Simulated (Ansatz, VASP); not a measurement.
Two plane-wave programs on SiC

```
Si C
1.0
     3.05930    0.00000    0.00000
    -1.52965    2.64943    0.00000
     0.00000    0.00000   15.01171
Si C
6 6
Direct
  0.33333 0.66667 0.83299
  0.66667 0.33333 0.33299
  0.66667 0.33333 0.66650
  0.33333 0.66667 0.16650
  0.00000 0.00000 0.49972
  0.00000 0.00000 0.99972
  0.00000 0.00000 0.87437
  0.00000 0.00000 0.37437
  0.33333 0.66667 0.70800
  0.66667 0.33333 0.20800
  0.66667 0.33333 0.54151
  0.33333 0.66667 0.04151
```

Alike in both runs: functional LDA; k mesh 12 × 12 × 2; occupations gaussian, width 0.02 eV; no spin polarisation.

Ansatz relaxed the structure, and its values are those at the end. VASP's run is a single point on that final structure, the one shown.

```csv
,VASP,Ansatz
version,VASP 6.6.1,Ansatz 0.2.0
potentials or method,"VASP PAW LDA potentials, release 64 (Si, C), cutoff 520 eV","scalar-relativistic, plane waves, PAW"
valence electrons in the cell,48,48
```

VASP gave:

| Property | Result |
| --- | --- |
| gap on the k mesh at the Fermi level (eV) | 1.97 |
| least direct gap on the mesh (eV) | 3.07 |
| pressure (GPa) | 0.4 |

Q: What did Ansatz give for the same quantities?

A: gap on the k mesh at the Fermi level (eV): 1.98; least direct gap on the mesh (eV): 3.08; pressure (GPa): 0.0.

LDA's correlation is that of Perdew and Zunger in VASP and of Perdew and Wang (1992) in Ansatz.
